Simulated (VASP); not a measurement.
Al2Cu, 6 atoms in the cell. Symmetry: P-62m, No. 189, hexagonal system. Conventional cell: a = 4.818 Å, b = 4.818 Å, c = 4.405 Å, α = 90.00°, β = 90.00°, γ = 120.00°. Within 3.6 Å of Al (site symmetry -62m) lie 6 Al at 2.76 Å and 6 Cu at 2.78 Å. Within 3.6 Å of Al (site symmetry m2m) lie 4 Cu at 2.71 Å and 8 Al at 2.74 to 2.87 Å. Within 3.6 Å of Cu (site symmetry -6) lie 9 Al at 2.71 to 2.78 Å and 3 Cu at 2.78 Å. 

- Program: VASP 6.6.1
- Task: single point
- Functional: PBE
- Potentials or basis: VASP PAW PBE potentials, release 64 (Al, Cu)
- Cutoff: 520 eV
- k mesh: 6 × 6 × 4
- Occupations: gaussian, width 0.1 eV
- Spin: no spin polarisation
- Dipole correction: no
- Further INCAR settings: ALGO = Normal; EDIFF = 1e-06; NBANDS = 26

Potentials or basis: VASP PAW PBE potentials, release 64 (Al, Cu).

The run is started by

```bash
$ cat potpaw_PBE.64/Al/POTCAR potpaw_PBE.64/Cu/POTCAR > POTCAR
$ mpirun -np 1 vasp_std > vasp.out
```

Hardware: 1 thread of Intel(R) Xeon(R) Platinum 8124M CPU @ 3.00GHz (Skylake/Cascade Lake), on a shared host.

Question: How long does it take, and how much memory?

Answer: Wall time 44 s on 1 thread of Intel(R) Xeon(R) Platinum 8124M CPU @ 3.00GHz (Skylake/Cascade Lake) (shared host), peak memory 0.21 GiB. Counts: scf iterations 16, k points 21.
